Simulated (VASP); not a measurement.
# Si3Ge2 (I4/mmm) in VASP: a series of runs

The runs below take Si3Ge2 through single point, with PBE.

All numbers are computed with VASP 6.6.1; they aren't measurements. Logs are shortened: lines on timing, memory, paths and dates and some standing lists are left out, and cuts for length are marked.

## Step 1: The cell of the first run

Symmetry: I4/mmm, No. 139, tetragonal system. Conventional cell: a = 2.980 Å, b = 2.980 Å, c = 18.815 Å, α = 90.00°, β = 90.00°, γ = 90.00°. Si (site symmetry 4mm) has 9 Si at 2.63 to 3.15 Å and 4 Ge at 2.90 Å within 3.5 Å. Within 3.6 Å of Si (site symmetry 4/mmm) lie 12 Si at 2.63 to 2.98 Å and 2 Ge at 3.56 Å. Ge (site symmetry 4mm) has 5 Si at 2.90 to 3.56 Å and 8 Ge at 2.98 to 3.10 Å within 3.8 Å.

## Step 2: Single point, PBE

Input file INCAR:

```
  PREC = Accurate
  ENCUT = 520
  EDIFF = 1E-6
  ISMEAR = 0
  SIGMA = 0.1
  LREAL = F
  LASPH = T
  NELM = 80
  ALGO = Normal
  ISIF = 2
  LWAVE = F
  LCHARG = F
  GGA = PE
  NBANDS = 28
```

Input file KPOINTS:

```
Automatic mesh
0
Gamma
  8 8 8
```

Input file POSCAR:

```
Si3Ge2
1.0
   -1.4900234408      1.4900234408      9.4075632361
    1.4900234408     -1.4900234408      9.4075632361
    1.4900234408      1.4900234408     -9.4075632361
Si Ge
3 2
Direct
    0.9161942214      0.9161942214      0.0000000000
    0.5000000000      0.5000000000      0.0000000000
    0.0838057786      0.0838057786      0.0000000000
    0.6894101123      0.6894101123      0.0000000000
    0.3105898877      0.3105898877      0.0000000000
```

Potentials or basis: VASP PAW PBE potentials, release 64 (Si, Ge_d).

The run is started by

```bash
$ cat potpaw_PBE.64/Si/POTCAR potpaw_PBE.64/Ge_d/POTCAR > POTCAR
$ mpirun -np 1 vasp_std > vasp.out
```

OUTCAR:

```text
PREC = Accurate
   ENCUT = 520
   EDIFF = 1E-6
   ISMEAR = 0
   LREAL = F
   LASPH = T
   NELM = 80
   ISIF = 2
   GGA = PE

 ion  position               nearest neighbor table
   1  0.916  0.916  0.000-   2 2.63   2 2.63   2 2.63   2 2.63   5 2.90   5 2.90   5 2.90   5 2.90

   2  0.500  0.500  0.000-   3 2.63   3 2.63   3 2.63   1 2.63   1 2.63   1 2.63   3 2.63   1 2.63

   3  0.084  0.084  0.000-   2 2.63   2 2.63   2 2.63   2 2.63   4 2.90   4 2.90   4 2.90   4 2.90

   4  0.689  0.689  0.000-   3 2.90   3 2.90   3 2.90   3 2.90
   5  0.311  0.311  0.000-   1 2.90   1 2.90   1 2.90   1 2.90

  LATTYP: Found a body centered tetragonal cell.
 ALAT       =     2.9800468816
 C/A-ratio  =     6.3137015019

  Lattice vectors:

 A1 = (  -1.4900234408,   1.4900234408,   9.4075632361)
 A2 = (   1.4900234408,  -1.4900234408,   9.4075632361)
 A3 = (   1.4900234408,   1.4900234408,  -9.4075632361)

Analysis of symmetry for initial positions (statically):
=====================================================================
 Subroutine PRICEL returns:
 Original cell was already a primitive cell.

 Routine SETGRP: Setting up the symmetry group for a
 body centered tetragonal supercell.

 Subroutine GETGRP returns: Found 16 space group operations
 (whereof 16 operations were pure point group operations)
 out of a pool of 16 trial point group operations.

The static configuration has the point symmetry D_4h.

Analysis of symmetry for dynamics (positions and initial velocities):
=====================================================================
 Subroutine PRICEL returns:
 Original cell was already a primitive cell.

 Routine SETGRP: Setting up the symmetry group for a
 body centered tetragonal supercell.

 Subroutine GETGRP returns: Found 16 space group operations
 (whereof 16 operations were pure point group operations)
 out of a pool of 16 trial point group operations.

The dynamic configuration has the point symmetry D_4h.

 Subroutine INISYM returns: Found 16 space group operations
 (whereof 16 operations are pure point group operations),
 and found     1 'primitive' translations

----------------------------------------------------------------------------------------

                                     Primitive cell

  volume of cell :      83.5456

  direct lattice vectors                    reciprocal lattice vectors
    -1.490023441  1.490023441  9.407563236     0.000000000  0.335565191  0.053148726
     1.490023441 -1.490023441  9.407563236     0.335565191  0.000000000  0.053148726
     1.490023441  1.490023441 -9.407563236     0.335565191  0.335565191  0.000000000

  length of vectors
     9.640673511  9.640673511  9.640673511     0.339748119  0.339748119  0.474560844

  position of ions in fractional coordinates (direct lattice)
     0.916194221  0.916194221  0.000000000
     0.500000000  0.500000000  0.000000000
     0.083805779  0.083805779  0.000000000
     0.689410112  0.689410112  0.000000000
     0.310589888  0.310589888  0.000000000

  ion indices of the primitive-cell ions
   primitive index   ion index
                 1           1
                 2           2
                 3           3
                 4           4
                 5           5

----------------------------------------------------------------------------------------

 KPOINTS: Automatic mesh

Automatic generation of k-mesh.
 Grid dimensions read from file:
 generate k-points for:    8    8    8

 Generating k-lattice:

  Cartesian coordinates                     Fractional coordinates (reciprocal lattice)
     0.000000000  0.041945649  0.006643591     0.125000000  0.000000000  0.000000000
     0.041945649  0.000000000  0.006643591     0.000000000  0.125000000  0.000000000
     0.041945649  0.041945649  0.000000000     0.000000000  0.000000000  0.125000000

  Length of vectors
     0.042468515  0.042468515  0.059320105

  Shift w.r.t. Gamma in fractional coordinates (k-lattice)
     0.000000000  0.000000000  0.000000000

 Subroutine IBZKPT returns following result:
 ===========================================

 Found     59 irreducible k-points:

 Following reciprocal coordinates:
            Coordinates               Weight
  0.000000  0.000000  0.000000      1.000000
  0.125000  0.000000  0.000000      8.000000
  0.250000  0.000000  0.000000      8.000000
  0.375000 -0.000000  0.000000      8.000000
  0.500000  0.000000  0.000000      4.000000
  0.125000  0.125000  0.000000      8.000000
[... 16 lines left out ...]
  0.250000  0.125000  0.125000     16.000000
  0.375000  0.125000  0.125000      8.000000
 [... further k-points ...]
   k-points           NKPTS =     59   k-points in BZ     NKDIM =     59   number of bands    NBANDS=     28
   number of dos      NEDOS =    301   number of ions     NIONS =      5
   total plane-waves  NPLWV = 373248
   dimension x,y,z NGX =    72 NGY =   72 NGZ =   72
   dimension x,y,z NGXF=   144 NGYF=  144 NGZF=  144
   ions per type =               3   2
   NGX,Y,Z   is equivalent  to a cutoff of  12.42, 12.42, 12.42 a.u.
   NGXF,Y,Z  is equivalent  to a cutoff of  24.83, 24.83, 24.83 a.u.
 SYSTEM =  unknown system
   PREC   = accura    normal or accurate (medium, high low for compatibility)
   ISTART =      0    job   : 0-new  1-cont  2-samecut
   ICHARG =      2    charge: 1-file 2-atom 10-const
   ISPIN  =      1    spin polarized calculation?
   LNONCOLLINEAR =      F non collinear calculations
   LSORBIT =      F    spin-orbit coupling
   LASPH  =      T    aspherical Exc in radial PAW
   ENCUT  =  520.0 eV  38.22 Ry    6.18 a.u.  17.93 17.93 17.93*2*pi/ulx,y,z
   NELM   =     80;   NELMIN=  2; NELMDL= -5     # of ELM steps
   EDIFF  = 0.1E-05   stopping-criterion for ELM
   LREAL  =      F    real-space projection
   EDIFFG = 0.1E-04   stopping-criterion for IOM
   NSW    =      0    number of steps for IOM
   IBRION =     -1    ionic relax: 0-MD 1-quasi-New 2-CG
   NFREE  =      0    steps in history (QN), initial steepest desc. (CG)
   ISIF   =      2    stress and relaxation
   ISYM   =      2    0-nonsym 1-usesym 2-fastsym
   POTIM  = 0.5000    time-step for ionic-motion
   TEBEG  =    0.0;   TEEND  =   0.0 temperature during run
   PSTRESS=    0.0 pullay stress
   NELECT =      40.0000    total number of electrons
   NUPDOWN=      -1.0000    fix difference up-down
   EMIN   =  10.00;   EMAX   =-10.00  energy-range for DOS
   EFERMI =   0.00;   METHOD = LEGACY
   ISMEAR =     0;   SIGMA  =   0.10  broadening in eV -4-tet -1-fermi 0-gaus
   EFERMI_NEDOS =   21; number of points for ismear=-14 and -15
   IALGO  =     38    algorithm
   IMIX   =      4    mixing-type and parameters
     AMIX     =   0.40;   BMIX     =  1.00
     AMIX_MAG =   1.60;   BMIX_MAG =  1.00
  volume/ion in A,a.u.               =      16.71       112.76
  Fermi-wavevector in a.u.,A,eV,Ry     =   1.280719  2.420207 22.316822  1.640240
  Thomas-Fermi vector in A             =   2.413130
   LORBIT       =      0    0 simple, 1 ext, 2 COOP (PROOUT), +10 PAW based schemes
   GGA     = PE    functional components
   LHFCALC =     F    Hartree Fock is set to
   AEXX    =    0.0000 exact exchange contribution
   IVDW    =     0    specifies the selected vdW correction
   LEPSILON=     F    determine dielectric tensor
   LRPA    =     F    only Hartree local field effects (RPA)
 non-spin polarized calculation
 Gauss-broadening in eV      SIGMA  =   0.10
  energy-cutoff  :      520.00
  volume of cell :       83.55
 maximum number of plane-waves:      2287
   NGX = 35   NGY = 35   NGZ = 35

 number of electron      39.9999987 magnetization

 Free energy of the ion-electron system (eV)
  ---------------------------------------------------
  ext. energy  EPLUGINS =         0.00000000
  ---------------------------------------------------
  free energy    TOTEN  =       -23.06034426 eV

  energy without entropy =      -23.04920563  energy(sigma->0) =      -23.05477495

 E-fermi :   8.2483     XC(G=0): -11.1084

 val. band max:        8.2434478308   @ k =   0.3750   0.1250   0.1250
 cond. band min:       8.2630088232   @ k =   0.2500   0.0000   0.0000
 fundamental gap:      0.0195609925
 Fermi energy:         8.2483221704

 k-point     1 :       0.0000    0.0000    0.0000
  band No.  band energies     occupation
      1     -16.5707      2.00000
      2     -16.5529      2.00000
      3     -16.5262      2.00000
      4     -16.5055      2.00000
      5     -16.4941      2.00000
      6     -16.4941      2.00000
[... 20 lines left out ...]
     27      13.4904      0.00000
     28      13.9554      0.00000

 k-point     2 :       0.1250    0.0000    0.0000
  band No.  band energies     occupation
      1     -16.5611      2.00000
      2     -16.5445      2.00000
      3     -16.5215      2.00000
      4     -16.5022      2.00000
      5     -16.4968      2.00000
      6     -16.4930      2.00000
[... 20 lines left out ...]
     27      14.2973      0.00000
     28      14.7871      0.00000

 k-point     3 :       0.2500    0.0000    0.0000
  band No.  band energies     occupation
      1     -16.5449      2.00000
      2     -16.5317      2.00000
      3     -16.5137      2.00000
      4     -16.4940      2.00000
      5     -16.4917      2.00000
      6     -16.4913      2.00000
[... 20 lines left out ...]
     27      14.5235      0.00000
     28      14.7257      0.00000

 k-point     4 :       0.3750   -0.0000    0.0000
  band No.  band energies     occupation
      1     -16.5351      2.00000
      2     -16.5277      2.00000
      3     -16.5175      2.00000
      4     -16.5046      2.00000
      5     -16.4931      2.00000
      6     -16.4916      2.00000
[... 578 lines left out ...]
     27      13.3400      0.00000
     28      14.0682      0.00000

 k-point    23 :       0.2500    0.1250    0.1250
  band No.  band energies     occupation
      1     -16.5226      2.00000
      2     -16.5183      2.00000
      3     -16.5118      2.00000
      4     -16.5055      2.00000
      5     -16.4849      2.00000
      6     -16.4825      2.00000
[... 20 lines left out ...]
     27      11.9185      0.00000
     28      12.6894      0.00000

 k-point    24 :       0.3750    0.1250    0.1250
  band No.  band energies     occupation
      1     -16.5243      2.00000
      2     -16.5243      2.00000
      3     -16.5129      2.00000
      4     -16.5129      2.00000
      5     -16.4832      2.00000
      6     -16.4832      2.00000
[... 20 lines left out ...]
     27      12.2445      0.00000
     28      12.2545      0.00000

 [... further k-points ...]
[... 5 lines left out ...]
  --------------------------------------------------------------------------------------
  -------------------------------------------------------------------------------------
  Total        0.0257231      0.0257231      0.1079827      0.0000000      0.0000000      0.0000000
  in kB        0.4932994      0.4932994      2.0708154      0.0000000      0.0000000      0.0000000
  external PRESSURE =       1.0191380 kB  Pullay stress =       0.0000000 kB

 VOLUME and BASIS-vectors are now :
 -----------------------------------------------------------------------------
  energy-cutoff  :      520.00
  volume of cell :       83.55
      direct lattice vectors                 reciprocal lattice vectors
    -1.490023441  1.490023441  9.407563236     0.000000000  0.335565191  0.053148726
     1.490023441 -1.490023441  9.407563236     0.335565191  0.000000000  0.053148726
     1.490023441  1.490023441 -9.407563236     0.335565191  0.335565191  0.000000000

 POSITION                                       TOTAL-FORCE (eV/Angst)
 -----------------------------------------------------------------------------------
      0.00000      0.00000     17.23831        -0.000000     -0.000000      0.020940
      0.00000      0.00000      9.40756        -0.000000     -0.000000     -0.000000
      0.00000      0.00000      1.57682         0.000000      0.000000     -0.020940
      0.00000      0.00000     12.97134         0.000000      0.000000      0.014833
      0.00000      0.00000      5.84379        -0.000000     -0.000000     -0.014833
 -----------------------------------------------------------------------------------
    total drift:                               -0.000000     -0.000000      0.000000

  FREE ENERGIE OF THE ION-ELECTRON SYSTEM (eV)
  ---------------------------------------------------
  free  energy   TOTEN  =       -23.0603442582 eV

  energy  without entropy=      -23.0492056330  energy(sigma->0) =      -23.05477495
```

Run time: 11 min. Hardware: 1 thread of Intel Xeon 6975P-C (Granite Rapids), shared host; peak memory 0.73 GiB.

What came out:

| Property | Result |
| --- | --- |
| Free energy | -23.0603 eV |
| Pressure | 0.1 GPa |
| Largest force | 0.021 eV/Å |
| Band gap on the k mesh | zero (bands 20 and 21 overlap by 5.58 eV) |

Forces in eV/Å, atoms in the order of the input:
```
Si   0.000  0.000  0.021
Si   0.000  0.000  0.000
Si   0.000  0.000 -0.021
Ge   0.000  0.000  0.015
Ge   0.000  0.000 -0.015
```

(Part 1 of 2 ends here.)
